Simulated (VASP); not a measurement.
A run of VASP 6.6.1 is set up as follows.

File INCAR:

```
ALGO = Normal
EDIFF = 1E-6
ENCUT = 520
GGA = PS
ISIF = 2
ISMEAR = 0
LASPH = True
LCHARG = False
LREAL = False
LWAVE = False
NBANDS = 12
NELM = 60
PREC = Accurate
SIGMA = 0.15
```

KPOINTS

```
k-points
0
Gamma
  10 10 10
```

The input POSCAR:

```
Ti
1.0
    0.0000000000      1.9995500000      1.9995500000
    1.9995500000      0.0000000000      1.9995500000
    1.9995500000      1.9995500000      0.0000000000
Ti
1
Direct
    0.0000000000      0.0000000000      0.0000000000
```

Potentials or basis: VASP PAW PBE potentials, release 64 (Ti_sv).

The run is started by

```bash
$ cat potpaw_PBE.64/Ti_sv/POTCAR > POTCAR
$ mpirun -np 1 vasp_std > vasp.out
```

Predict the band gap on the k mesh.

zero (band 6 reaches 9.93 eV, above the bottom of band 7 at 8.72 eV).

Predict the pressure.

4.9 GPa.

Caveat: the cell differs from its parent crystal (strain -0.015 along x and y, -0.015 along z); the PAW data sets were made with another functional, which shifts forces and pressure a little.
